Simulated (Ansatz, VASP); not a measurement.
## One calculation of Mo3Ru, two programs

INCAR

```
SYSTEM = Mo3Ru
PREC = Accurate ; ENCUT = 520
EDIFF = 1E-6 ; ISMEAR = 0
SIGMA = 0.1 ; LREAL = .FALSE.
LASPH = .TRUE. ; NELM = 150
ALGO = Fast ; ISIF = 2
LWAVE = .FALSE. ; LCHARG = .TRUE.
ISPIN = 2 ; MAGMOM = 1 1 1 1
LORBIT = 11 ; LMAXMIX = 4
GGA = PE ; LELF = .TRUE.
LVHAR = .TRUE. ; NBANDS = 40
```

Contents of KPOINTS:

```
Automatic mesh
0
G
  6 6 6
  0 0 0
```

The input POSCAR:

```
Mo3Ru
1.0
    0.0000000000      3.1334805666      3.1334805666
    3.1334805666      0.0000000000      3.1334805666
    3.1334805666      3.1334805666      0.0000000000
Mo Ru
3 1
Direct
    0.7500000000      0.7500000000      0.7500000000
    0.5000000000      0.5000000000      0.5000000000
    0.2500000000      0.2500000000      0.2500000000
    0.0000000000      0.0000000000      0.0000000000
```

Input for Ansatz:

```yaml
crystal:
  lattice:
    - [0.0, 3.1334805666, 3.1334805666]
    - [3.1334805666, 0.0, 3.1334805666]
    - [3.1334805666, 3.1334805666, 0.0]
  atoms:
    - { symbol: Mo, position: [0.75, 0.75, 0.75], spin: 1.0 }
    - { symbol: Mo, position: [0.5, 0.5, 0.5], spin: 1.0 }
    - { symbol: Mo, position: [0.25, 0.25, 0.25], spin: 1.0 }
    - { symbol: Ru, position: [0.0, 0.0, 0.0], spin: 1.0 }
basis:
  ecutwfc: 420
kpoints:
  mp_grid: { grid: [6, 6, 6] }
hamiltonian:
  xc: pbe
scf:
  occupations: { method: gaussian, width: 0.1 }
  lower_state_search: "off"
output:
  forces: true
  stress: true
  eigenvalues: true
  populations: true
magnetization:
  spin_polarized: true
```

Alike in both runs: task single point; functional PBE; k mesh 6 × 6 × 6; occupations gaussian, width 0.1 eV; collinear spin.

|  | VASP | Ansatz |
| --- | --- | --- |
| version | VASP 6.6.1 | Ansatz 0.2.0 |
| potentials or method | VASP PAW PBE potentials, release 64 (Mo_sv, Ru_pv), cutoff 520 eV | scalar-relativistic, plane waves, PAW |
| valence electrons in the cell | 56 | 58 |

```csv
,VASP,Ansatz,Ansatz less VASP
gap on the k mesh at the Fermi level (eV),none,none,-
pressure (GPa),0.3,0.0,-0.35
net moment per atom (μB),0.00,0.00,0.000
```

A gap of «none» marks a metal or a gap that the smearing closes. VASP's potentials hold 56 valence electrons a cell and Ansatz's 58, so a difference there can come from the potentials and not from the codes. Ansatz's warnings: seeded moment not kept.
